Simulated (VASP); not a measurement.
# Rh (P6_3/mmc) in VASP: further runs

Rh is run at these levels: LDA; tasks: single point.

Everything below comes from runs of VASP 6.6.1. Logs are shortened: lines on timing, memory, paths and dates and some standing lists are left out, and cuts for length are marked.

## 1. The cell of the first run

It takes space group P6_3/mmc (No. 194, hexagonal). The conventional cell has a = 2.731 Å, b = 2.731 Å, c = 4.428 Å, α = 90.00°, β = 90.00°, γ = 120.00°. Within 3.6 Å of Rh (site symmetry -6m2) lie 12 Rh at 2.72 to 2.73 Å.

This isn't the form of Rh at room conditions, which is fcc.

## 2. Single point, LDA

INCAR

```
SYSTEM = Rh
PREC     = Accurate       ! precision mode
ENCUT    = 500            ! plane-wave cutoff, eV
EDIFF    = 1E-6           ! SCF threshold, eV
ISMEAR   = 1              ! smearing method
SIGMA    = 0.1            ! smearing width, eV
LREAL    = .FALSE.        ! projectors in reciprocal space
LASPH    = .TRUE.         ! aspherical terms in the spheres
NELM     = 120            ! most SCF steps
ALGO     = Normal         ! electronic algorithm
ISIF     = 2              ! what is computed and relaxed
LWAVE    = .FALSE.        ! write WAVECAR
LCHARG   = .TRUE.         ! write CHGCAR
GGA      = CA             ! functional
LELF     = .TRUE.         ! ELF
LVHAR    = .TRUE.       
NBANDS   = 22             ! bands
GGA_COMPAT= .FALSE.
```

KPOINTS

```
Automatic mesh
0
G
  10 10 5
  0 0 0
```

POSCAR

```
Rh
1.0
    2.7309800000      0.0000000000      0.0000000000
   -1.3654900000      2.3650980572      0.0000000000
    0.0000000000      0.0000000000      4.4284900000
Rh
2
Direct
    0.6666666667      0.3333333333      0.7500000000
    0.3333333333      0.6666666667      0.2500000000
```

Potentials or basis: VASP PAW LDA potentials, release 64 (Rh_pv).

Command:

```
cat potpaw_LDA.64/Rh_pv/POTCAR > POTCAR
mpirun -np 1 vasp_std > vasp.out
```

OUTCAR:

```text
SYSTEM = Rh
   PREC = Accurate
   ENCUT = 500
   EDIFF = 1E-6
   ISMEAR = 1
   LREAL = .FALSE.
   LASPH = .TRUE.
   NELM = 120
   ISIF = 2
   GGA = CA

 ion  position               nearest neighbor table
   1  0.667  0.333  0.750-   2 2.72   2 2.72   2 2.72   2 2.72   2 2.72   2 2.72
   2  0.333  0.667  0.250-   1 2.72   1 2.72   1 2.72   1 2.72   1 2.72   1 2.72

  LATTYP: Found a hexagonal cell.
 ALAT       =     2.7309800000
 C/A-ratio  =     1.6215754052

  Lattice vectors:

 A1 = (   2.7309800000,   0.0000000000,   0.0000000000)
 A2 = (  -1.3654900000,   2.3650980572,   0.0000000000)
 A3 = (   0.0000000000,   0.0000000000,   4.4284900000)

Analysis of symmetry for initial positions (statically):
=====================================================================
 Subroutine PRICEL returns:
 Original cell was already a primitive cell.

 Routine SETGRP: Setting up the symmetry group for a
 hexagonal supercell.

 Subroutine GETGRP returns: Found 24 space group operations
 (whereof 12 operations were pure point group operations)
 out of a pool of 24 trial point group operations.

The static configuration has the point symmetry D_3d.
 The point group associated with its full space group is D_6h.

Analysis of symmetry for dynamics (positions and initial velocities):
=====================================================================
 Subroutine PRICEL returns:
 Original cell was already a primitive cell.

 Routine SETGRP: Setting up the symmetry group for a
 hexagonal supercell.

 Subroutine GETGRP returns: Found 24 space group operations
 (whereof 12 operations were pure point group operations)
 out of a pool of 24 trial point group operations.

The dynamic configuration has the point symmetry D_3d.
 The point group associated with its full space group is D_6h.

 Subroutine INISYM returns: Found 24 space group operations
 (whereof 12 operations are pure point group operations),
 and found     1 'primitive' translations

----------------------------------------------------------------------------------------

                                     Primitive cell

  volume of cell :      28.6038

  direct lattice vectors                    reciprocal lattice vectors
     2.730980000  0.000000000  0.000000000     0.366168921  0.211407725  0.000000000
    -1.365490000  2.365098057  0.000000000     0.000000000  0.422815450  0.000000000
     0.000000000  0.000000000  4.428490000     0.000000000  0.000000000  0.225810604

  length of vectors
     2.730980000  2.730980000  4.428490000     0.422815450  0.422815450  0.225810604

  position of ions in fractional coordinates (direct lattice)
     0.666666667  0.333333333  0.750000000
     0.333333333  0.666666667  0.250000000

  ion indices of the primitive-cell ions
   primitive index   ion index
                 1           1
                 2           2

----------------------------------------------------------------------------------------

 KPOINTS: Automatic mesh

Automatic generation of k-mesh.
 Grid dimensions read from file:
 generate k-points for:   10   10    5

 Generating k-lattice:

  Cartesian coordinates                     Fractional coordinates (reciprocal lattice)
     0.036616892  0.021140773  0.000000000     0.100000000  0.000000000  0.000000000
     0.000000000  0.042281545  0.000000000     0.000000000  0.100000000  0.000000000
     0.000000000  0.000000000  0.045162121     0.000000000  0.000000000  0.200000000

  Length of vectors
     0.042281545  0.042281545  0.045162121

  Shift w.r.t. Gamma in fractional coordinates (k-lattice)
     0.000000000  0.000000000  0.000000000

 Subroutine IBZKPT returns following result:
 ===========================================

 Found     42 irreducible k-points:

 Following reciprocal coordinates:
            Coordinates               Weight
  0.000000  0.000000  0.000000      1.000000
  0.100000  0.000000  0.000000      6.000000
  0.200000  0.000000  0.000000      6.000000
  0.300000 -0.000000  0.000000      6.000000
  0.400000  0.000000  0.000000      6.000000
  0.500000  0.000000  0.000000      3.000000
[... 16 lines left out ...]
  0.300000  0.100000  0.200000     24.000000
  0.400000  0.100000  0.200000     24.000000
 [... further k-points ...]
   k-points           NKPTS =     42   k-points in BZ     NKDIM =     42   number of bands    NBANDS=     22
   number of dos      NEDOS =    301   number of ions     NIONS =      2
   total plane-waves  NPLWV =  12800
   dimension x,y,z NGX =    20 NGY =   20 NGZ =   32
   dimension x,y,z NGXF=    40 NGYF=   40 NGZF=   64
   ions per type =               2
   NGX,Y,Z   is equivalent  to a cutoff of  12.17, 12.17, 12.01 a.u.
   NGXF,Y,Z  is equivalent  to a cutoff of  24.35, 24.35, 24.03 a.u.
 SYSTEM =  Rh
   PREC   = accura    normal or accurate (medium, high low for compatibility)
   ISTART =      0    job   : 0-new  1-cont  2-samecut
   ICHARG =      2    charge: 1-file 2-atom 10-const
   ISPIN  =      1    spin polarized calculation?
   LNONCOLLINEAR =      F non collinear calculations
   LSORBIT =      F    spin-orbit coupling
   LASPH  =      T    aspherical Exc in radial PAW
   ENCUT  =  500.0 eV  36.75 Ry    6.06 a.u.   4.98  4.98  8.07*2*pi/ulx,y,z
   NELM   =    120;   NELMIN=  2; NELMDL= -5     # of ELM steps
   EDIFF  = 0.1E-05   stopping-criterion for ELM
   LREAL  =      F    real-space projection
   EDIFFG = 0.1E-04   stopping-criterion for IOM
   NSW    =      0    number of steps for IOM
   IBRION =     -1    ionic relax: 0-MD 1-quasi-New 2-CG
   NFREE  =      0    steps in history (QN), initial steepest desc. (CG)
   ISIF   =      2    stress and relaxation
   ISYM   =      2    0-nonsym 1-usesym 2-fastsym
   POTIM  = 0.5000    time-step for ionic-motion
   TEBEG  =    0.0;   TEEND  =   0.0 temperature during run
   PSTRESS=    0.0 pullay stress
   NELECT =      30.0000    total number of electrons
   NUPDOWN=      -1.0000    fix difference up-down
   EMIN   =  10.00;   EMAX   =-10.00  energy-range for DOS
   EFERMI =   0.00;   METHOD = LEGACY
   ISMEAR =     1;   SIGMA  =   0.10  broadening in eV -4-tet -1-fermi 0-gaus
   EFERMI_NEDOS =   21; number of points for ismear=-14 and -15
   IALGO  =     38    algorithm
   IMIX   =      4    mixing-type and parameters
     AMIX     =   0.40;   BMIX     =  1.00
     AMIX_MAG =   1.60;   BMIX_MAG =  1.00
  volume/ion in A,a.u.               =      14.30        96.51
  Fermi-wavevector in a.u.,A,eV,Ry     =   1.663314  3.143207 37.642043  2.766612
  Thomas-Fermi vector in A             =   2.750052
   LORBIT       =      0    0 simple, 1 ext, 2 COOP (PROOUT), +10 PAW based schemes
   GGA     = CA    functional components
   LHFCALC =     F    Hartree Fock is set to
   AEXX    =    0.0000 exact exchange contribution
   IVDW    =     0    specifies the selected vdW correction
   LEPSILON=     F    determine dielectric tensor
   LRPA    =     F    only Hartree local field effects (RPA)
 non-spin polarized calculation
 Methfessel and Paxton  Order N= 1 SIGMA  =   0.10
  energy-cutoff  :      500.00
  volume of cell :       28.60
 maximum number of plane-waves:       744
 NGX is ok and might be reduce to    20
   NGX =  9   NGY =  9   NGZ = 17

 number of electron      30.0000011 magnetization

 Free energy of the ion-electron system (eV)
  ---------------------------------------------------
  ext. energy  EPLUGINS =         0.00000000
  ---------------------------------------------------
  free energy    TOTEN  =       -17.15102841 eV

  energy without entropy =      -17.15436685  energy(sigma->0) =      -17.15214123

 E-fermi :  11.0914     XC(G=0): -14.1003

 val. band max:       11.0693303511   @ k =   0.3000   0.1000   0.4000
 cond. band min:      11.1079040311   @ k =   0.4000   0.0000   0.0000
 fundamental gap:      0.0385736800
 Fermi energy:        11.0914309999

 k-point     1 :       0.0000    0.0000    0.0000
  band No.  band energies     occupation
      1     -35.7459      2.00000
      2     -35.1802      2.00000
      3     -35.1802      2.00000
      4     -35.0858      2.00000
      5     -35.0858      2.00000
      6     -35.0838      2.00000
[... 14 lines left out ...]
     21      29.0693      0.00000
     22      29.6772      0.00000

 k-point     2 :       0.1000    0.0000    0.0000
  band No.  band energies     occupation
      1     -35.7255      2.00000
      2     -35.2266      2.00000
      3     -35.1952      2.00000
      4     -35.1339      2.00000
      5     -35.0934      2.00000
      6     -35.0923      2.00000
[... 14 lines left out ...]
     21      29.4420      0.00000
     22      29.7350      0.00000

 k-point     3 :       0.2000    0.0000    0.0000
  band No.  band energies     occupation
      1     -35.6684      2.00000
      2     -35.3483      2.00000
      3     -35.2573      2.00000
      4     -35.2332      2.00000
      5     -35.1180      2.00000
      6     -35.1143      2.00000
[... 14 lines left out ...]
     21      28.8758      0.00000
     22      29.2904      0.00000

 k-point     4 :       0.3000   -0.0000    0.0000
  band No.  band energies     occupation
      1     -35.5869      2.00000
      2     -35.4991      2.00000
      3     -35.4051      2.00000
      4     -35.2784      2.00000
      5     -35.1606      2.00000
      6     -35.1414      2.00000
[... 14 lines left out ...]
     21      26.4630      0.00000
     22      27.3945      0.00000

 k-point     5 :       0.4000    0.0000    0.0000
  band No.  band energies     occupation
      1     -35.6212      2.00000
      2     -35.5213      2.00000
      3     -35.5027      2.00000
      4     -35.3140      2.00000
      5     -35.2133      2.00000
      6     -35.1641      2.00000
[... 14 lines left out ...]
     21      24.6104      0.00000
     22      25.9177      0.00000

 k-point     6 :       0.5000    0.0000    0.0000
  band No.  band energies     occupation
      1     -35.6677      2.00000
      2     -35.5649      2.00000
      3     -35.4595      2.00000
      4     -35.3274      2.00000
      5     -35.2444      2.00000
      6     -35.1729      2.00000
[... 14 lines left out ...]
     21      23.8783      0.00000
     22      24.7572      0.00000

 k-point     7 :       0.1000    0.1000    0.0000
  band No.  band energies     occupation
      1     -35.6867      2.00000
      2     -35.3004      2.00000
      3     -35.2542      2.00000
      4     -35.1897      2.00000
      5     -35.1153      2.00000
      6     -35.1094      2.00000
[... 324 lines left out ...]
      6     -35.1878      2.00000
[... 14 lines left out ...]
     21      24.7018      0.00000
     22      25.7205      0.00000

 k-point    21 :       0.1000    0.1000    0.2000
  band No.  band energies     occupation
      1     -35.6419      2.00000
      2     -35.2834      2.00000
      3     -35.2717      2.00000
      4     -35.2074      2.00000
      5     -35.1280      2.00000
      6     -35.1259      2.00000
[... 14 lines left out ...]
     21      28.2171      0.00000
     22      29.1082      0.00000

 k-point    22 :       0.2000    0.1000    0.2000
  band No.  band energies     occupation
      1     -35.6051      2.00000
      2     -35.4080      2.00000
      3     -35.3741      2.00000
      4     -35.2571      2.00000
      5     -35.1656      2.00000
      6     -35.1491      2.00000
[... 14 lines left out ...]
     21      26.3847      0.00000
     22      27.8124      0.00000

 k-point    23 :       0.3000    0.1000    0.2000
  band No.  band energies     occupation
      1     -35.6191      2.00000
      2     -35.5230      2.00000
      3     -35.4226      2.00000
      4     -35.3058      2.00000
      5     -35.2076      2.00000
      6     -35.1778      2.00000
[... 14 lines left out ...]
     21      24.7081      0.00000
     22      26.0174      0.00000

 k-point    24 :       0.4000    0.1000    0.2000
  band No.  band energies     occupation
      1     -35.6748      2.00000
      2     -35.5863      2.00000
      3     -35.4063      2.00000
      4     -35.3251      2.00000
      5     -35.2445      2.00000
      6     -35.2004      2.00000
[... 14 lines left out ...]
     21      23.6063      0.00000
     22      25.5624      0.00000

 [... further k-points ...]

------------------------ aborting loop because EDIFF is reached ----------------------------------------

  FORCE on cell =-STRESS in cart. coord.  units (eV):
  Direction    XX          YY          ZZ          XY          YZ          ZX
  --------------------------------------------------------------------------------------
  -------------------------------------------------------------------------------------
  Total       -3.3936108     -3.3936108     -3.2710689      0.0000000      0.0000000      0.0000000
  in kB     -190.0856273   -190.0856272   -183.2217133      0.0000000      0.0000000      0.0000000
  external PRESSURE =    -187.7976559 kB  Pullay stress =       0.0000000 kB

 VOLUME and BASIS-vectors are now :
 -----------------------------------------------------------------------------
  energy-cutoff  :      500.00
  volume of cell :       28.60
      direct lattice vectors                 reciprocal lattice vectors
     2.730980000  0.000000000  0.000000000     0.366168921  0.211407725  0.000000000
    -1.365490000  2.365098057  0.000000000     0.000000000  0.422815450  0.000000000
     0.000000000  0.000000000  4.428490000     0.000000000  0.000000000  0.225810604

 POSITION                                       TOTAL-FORCE (eV/Angst)
 -----------------------------------------------------------------------------------
      1.36549      0.78837      3.32137        -0.000000     -0.000000      0.000000
     -0.00000      1.57673      1.10712         0.000000      0.000000      0.000000
 -----------------------------------------------------------------------------------
    total drift:                               -0.000000      0.000000     -0.000000

  FREE ENERGIE OF THE ION-ELECTRON SYSTEM (eV)
  ---------------------------------------------------
  free  energy   TOTEN  =       -17.1510284142 eV

  energy  without entropy=      -17.1543668480  energy(sigma->0) =      -17.15214123
```

It took 13 s on 1 thread of AMD EPYC 7R13 (Zen 3), shared host; peak memory 0.11 GiB.

What came out:

| Item | Value |
| --- | --- |
| Free energy | -17.1510 eV |
| Pressure | -18.8 GPa |
| Band gap on the k mesh | zero (bands 15 and 16 overlap by 2.18 eV) |

Caveat: the cell stands under tension.

[end of part 1 of 2]
